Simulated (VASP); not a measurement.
# Ta8H4C: single point with PBEsol+U

System: Ta8H4C, a slab with vacuum.

```
Ta H C
1.0
     4.63936    0.00000    0.00000
    -2.31968    4.01780    0.00000
     0.00000    0.00000   27.07873
Ta H C
8 4 1
Cartesian
  2.3197 1.3393 8.5000
  0.0000 2.6785 9.4470
  0.0000 0.0000 10.3940
  2.3197 1.3393 11.3410
  0.0000 2.6785 12.1876
  0.0000 0.0000 13.3013
  2.3197 1.3393 14.1218
  0.0000 2.6785 14.7936
  0.0000 2.6785 17.3573
  1.0409 2.6949 18.8121
  -0.5346 3.5718 18.8121
  -0.5063 1.7689 18.8121
  0.0000 2.6785 18.4654
```

```yaml
Program: VASP 6.6.1
Task: single point
Functional: PBEsol
Potentials_or_basis: VASP PAW PBE potentials, release 64 (Ta_pv, H, C)
Cutoff: 520 eV
k_mesh: 6 × 6 × 1
Occupations: gaussian, width 0.1 eV
Spin: no spin polarisation
Hubbard_terms: Ta d U = 5.0 eV
Dipole_correction: yes
Further_INCAR_settings: ALGO = Normal; EDIFF = 1e-06; NBANDS = 60
```

The largest force is 1.599 eV/Å. The band gap on the k mesh is zero (bands 48 and 49 overlap by 0.27 eV).

Forces on the atoms (eV/Å):
```
Ta   0.000  0.000  0.653
Ta   0.000  0.000 -0.707
Ta   0.000  0.000 -1.599
Ta   0.000  0.000 -0.842
Ta   0.000  0.000 -0.153
Ta   0.000  0.000  0.414
Ta   0.000  0.000  0.773
Ta   0.000  0.000  1.429
H    0.000  0.000 -0.022
H    0.036  0.000  0.007
H   -0.018  0.031  0.007
H   -0.018 -0.031  0.007
C    0.000  0.000  0.031
```

Levels at points of the mesh, in eV from the Fermi level:
```
           k point  band 46  band 47  band 48  band 49  band 50  band 51
(0.00, 0.00, 0.00)    -0.62    -0.23    -0.12    -0.12     0.10     0.51
(0.50, 0.00, 0.00)    -0.60    -0.57    -0.36    -0.23     0.24     0.82
```

Eigenvalues of the final occupation matrices:
```
    site  spin  trace               eigenvalues
site 1 d     1   1.09  0.19 0.19 0.20 0.25 0.25
site 1 d     2   1.09  0.19 0.19 0.20 0.25 0.25
site 2 d     1   1.16  0.17 0.17 0.22 0.30 0.30
site 2 d     2   1.16  0.17 0.17 0.22 0.30 0.30
site 3 d     1   1.09  0.18 0.18 0.18 0.27 0.27
site 3 d     2   1.09  0.18 0.18 0.18 0.27 0.27
site 4 d     1   1.16  0.16 0.16 0.27 0.27 0.29
site 4 d     2   1.16  0.16 0.16 0.27 0.27 0.29
site 5 d     1   1.19  0.17 0.17 0.25 0.25 0.34
site 5 d     2   1.19  0.17 0.17 0.25 0.25 0.34
site 6 d     1   1.09  0.19 0.19 0.19 0.26 0.26
site 6 d     2   1.09  0.19 0.19 0.19 0.26 0.26
```

Wall time 29 min on 1 thread of Intel Xeon 8259CL, on a shared host, peak memory 0.68 GiB.

Caveat: the PAW data sets were made with another functional, which shifts forces and pressure a little; spin-orbit coupling is left out, which moves the levels of the heavy elements; U without spin polarisation on a metal has little footing; the U is typed as a test and isn't derived for this compound.
